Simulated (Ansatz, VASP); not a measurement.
# Two plane-wave programs on PtSe2

```xyz
3
Lattice="3.7287 0.0000 0.0000 -1.8643 3.2291 0.0000 0.0000 0.0000 5.2772" Properties=species:S:1:pos:R:3 pbc="T T T"
Pt    0.0000    0.0000    0.0000
Se    0.0000    2.1527    1.2993
Se    1.8643    1.0764    3.9778
```

Alike in both runs: task single point; functional PBE; k mesh 12 × 12 × 6; occupations fermi-dirac, width 0.02 eV; no spin polarisation.

|  | VASP | Ansatz |
| --- | --- | --- |
| version | VASP 6.6.1 | Ansatz 0.2.0 |
| potentials or method | VASP PAW PBE potentials, release 64 (Pt, Se) | plane waves, PAW |
| plane-wave cutoff (eV) | 520 | 420 |
| valence electrons in the cell | 22 | 50 |

```csv
,VASP,Ansatz,Ansatz less VASP
pressure (GPa),3.8,3.8,+0.02
"traceless stress, the component that is largest in VASP (GPa)",-1.16,-1.15,+0.008
rms of the force components (eV/Å),0.081,0.080,-0.0015
```

Atom by atom the forces differ by 0.002 eV/Å (rms over components). VASP's potentials hold 22 valence electrons a cell and Ansatz's 50, so a difference there can come from the potentials and not from the codes.

Spin-orbit coupling is off throughout.
